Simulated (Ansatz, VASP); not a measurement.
## One calculation of Si4Cl, two programs

```
Si Cl
1.0
    -2.33375    2.33375    4.99451
     2.33375   -2.33375    4.99451
     2.33375    2.33375   -4.99451
Si Cl
4 1
Direct
  0.36873 0.36873 0.00000
  0.63127 0.63127 0.00000
  0.50000 0.00000 0.50000
  0.00000 0.50000 0.50000
  0.00000 0.00000 0.00000
```

Change from the starting cell: species swapped into the PbF4 type (I4/mmm, No. 139).

Alike in both runs: functional PBE; k mesh 6 × 6 × 6; occupations gaussian, width 0.1 eV; no spin polarisation.

Ansatz relaxed the structure, and its values are those at the end. VASP's run is a single point on that final structure, the one shown.

|  | VASP | Ansatz |
| --- | --- | --- |
| version | VASP 6.6.1 | Ansatz 0.2.0 |
| potentials or method | VASP PAW PBE potentials, release 64 (Si, Cl), cutoff 520 eV | scalar-relativistic, plane waves, PAW |
| valence electrons in the cell | 23 | 23 |

Ansatz gave:

```
gap on the k mesh at the Fermi level (eV) : none
pressure (GPa)                            : 0.1
rms of the force components (eV/Å)        : 0.011
```

**Question.** What did VASP give for the same quantities?

**Answer.** gap on the k mesh at the Fermi level (eV): none; pressure (GPa): 0.1; rms of the force components (eV/Å): 0.015.

A gap of «none» marks a metal or a gap that the smearing closes. With one functional, cell and mesh, what is left measures potentials, basis and numerics.
